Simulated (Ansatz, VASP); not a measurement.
## Rh: VASP beside Ansatz

```xyz
2
Lattice="2.7510 0.0000 0.0000 -1.3755 2.3824 0.0000 0.0000 0.0000 4.0442" Properties=species:S:1:pos:R:3 pbc="T T T"
Rh    1.3755    0.7941    3.0332
Rh    0.0000    1.5883    1.0111
```

Alike in both runs: task single point; functional PBE; k mesh 21 × 21 × 12; occupations gaussian, width 0.15 eV; no spin polarisation.

|  | VASP | Ansatz |
| --- | --- | --- |
| version | VASP 6.6.1 | Ansatz 0.2.0 |
| potentials or method | VASP PAW PBE potentials, release 64 (Rh_pv), cutoff 520 eV | scalar-relativistic, plane waves, PAW |
| valence electrons in the cell | 30 | 34 |

```csv
,VASP,Ansatz,Ansatz less VASP
gap on the k mesh at the Fermi level (eV),none,none,-
pressure (GPa),22.0,22.0,-0.01
"traceless stress, the component that is largest in VASP (GPa)",18.79,18.79,-0.004
```

A gap of «none» marks a metal or a gap that the smearing closes. VASP's potentials hold 30 valence electrons a cell and Ansatz's 34, so a difference there can come from the potentials and not from the codes.
